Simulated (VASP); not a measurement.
BeS:

```
CELL_PARAMETERS angstrom
3.30024 0.00000 0.00000
-1.65012 2.85809 0.00000
0.00000 0.00000 5.25522
ATOMIC_POSITIONS crystal
Be 0.00000 0.00000 0.00000
Be 0.00000 0.00000 0.50000
S 0.33333 0.66667 0.25000
S 0.66667 0.33333 0.75000
```

Base run:

```yaml
Program: VASP 6.6.1
Functional: PBE
Potentials_or_basis: VASP PAW PBE potentials, release 64 (Be, S)
Cutoff: 520 eV
k_mesh: 6 × 6 × 4
Occupations: gaussian, width 0.01 eV
Spin: no spin polarisation
```

Its results: band gap on the k mesh 1.46 eV, indirect (least direct gap 3.46 eV); pressure -0.2 GPa.

Q: The run is repeated on the same cell with these changes: functional from PBE to r2SCAN; k mesh from 6 × 6 × 4 to 12 × 12 × 6. What comes out?

A: Band gap on the k mesh 1.81 eV, indirect (least direct gap 4.04 eV); pressure -0.1 GPa.

Several settings changed at once, so the effect can't be laid on one alone.

Caveats: the PAW data sets were made with another functional, which shifts forces and pressure a little (some runs).

A k mesh can miss the band edges.
